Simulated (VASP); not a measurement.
Pb, 1 atom in the cell. The structure is cubic, space group Im-3m (No. 229). Conventional cell: a = 3.959 Å, b = 3.959 Å, c = 3.959 Å, α = 90.00°, β = 90.00°, γ = 90.00°. Pb (site symmetry m-3m) has 14 Pb at 3.43 to 3.96 Å within 4.5 Å. 

| Item | Value |
| --- | --- |
| Program | VASP 6.6.1 |
| Task | single point |
| Functional | PBE |
| Potentials or basis | VASP PAW PBE potentials, release 64 (Pb_d) |
| Cutoff | 520 eV |
| k mesh | 9 × 9 × 9 |
| Occupations | gaussian, width 0.028 eV |
| Spin | no spin polarisation |
| Dipole correction | no |
| Further INCAR settings | ALGO = Normal; EDIFF = 1e-07; NBANDS = 13 |

Potentials or basis: VASP PAW PBE potentials, release 64 (Pb_d).

Run with:

```console
$ cat potpaw_PBE.64/Pb_d/POTCAR > POTCAR
$ mpirun -np 1 vasp_std > vasp.out
```

Hardware: 1 thread of Intel Xeon 6975P-C, on a shared host.

Q: How long does it take, and how much memory?

A: It took 9.1 s on 1 thread of Intel Xeon 6975P-C (shared host), peak memory 0.16 GiB. Counts: scf iterations 11, k points 35.
